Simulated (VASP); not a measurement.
SrHI, 18 atoms in the cell. Symmetry: P4/nmm, No. 129, tetragonal system. Conventional cell: a = 4.371 Å, b = 4.371 Å, c = 8.450 Å, α = 90.00°, β = 90.00°, γ = 90.00°. Sr (site symmetry 4mm) has 4 H at 2.76 Å and 4 I at 3.20 Å within 3.6 Å. H (site symmetry -4m2) has 4 Sr at 2.76 Å and 4 H at 3.09 Å and 4 I at 3.35 Å within 3.6 Å. I (site symmetry 4mm) has 6 Sr at 3.20 to 4.22 Å and 4 H at 3.35 Å and 4 I at 4.37 Å within 4.4 Å. 

- Program: VASP 6.6.1
- Task: single point
- Functional: PBEsol
- Potentials or basis: VASP PAW PBE potentials, release 64 (Sr_sv, H, I)
- Cutoff: 520 eV
- k mesh: 2 × 1 × 2, shifted
- Occupations: gaussian, width 0.1 eV
- Spin: no spin polarisation
- Dipole correction: no
- Further INCAR settings: LREAL = Auto; ALGO = Normal; EDIFF = 1e-06; NBANDS = 69; ISYM = 0

Potentials or basis: VASP PAW PBE potentials, release 64 (Sr_sv, H, I).

The run is started by

```sh
$ cat potpaw_PBE.64/Sr_sv/POTCAR potpaw_PBE.64/H/POTCAR potpaw_PBE.64/I/POTCAR > POTCAR
$ mpirun -np 1 vasp_std > vasp.out
```

Hardware: 1 thread of Intel Xeon 8259CL, on a shared host.

Problem. Estimate the wall time of this run.

Solution. It took 7.4 min on 1 thread of Intel Xeon 8259CL, with other jobs on the host, peak memory 0.57 GiB. Counts: scf iterations 17, k points 4.
